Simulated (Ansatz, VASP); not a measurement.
# One calculation of Cd2SeO, two programs

```
CELL_PARAMETERS angstrom
4.02711 0.00000 0.00000
0.00000 4.02711 0.00000
0.00000 0.00000 5.53938
ATOMIC_POSITIONS crystal
O 0.00000 0.00000 0.00000
Cd 0.00000 0.50000 0.80714
Cd 0.50000 0.00000 0.19286
Se 0.50000 0.50000 0.50000
```

Alike in both runs: task single point; functional PBE; k mesh 6 × 6 × 4; occupations fermi-dirac, width 0.02 eV; no spin polarisation.

```csv
,VASP,Ansatz
version,VASP 6.6.1,Ansatz 0.2.0
potentials or method,"VASP PAW PBE potentials, release 64 (O, Cd, Se)","plane waves, PAW"
plane-wave cutoff (eV),520,420
valence electrons in the cell,36,62
```

```csv
,VASP,Ansatz,Ansatz less VASP
pressure (GPa),0.5,0.0,-0.53
rms of the force components (eV/Å),0.009,0.000,-0.0089
```

The functional is the same, so the differences come from potentials, cutoffs and numerics. VASP's potentials hold 36 valence electrons a cell and Ansatz's 62, so a difference there can come from the potentials and not from the codes.
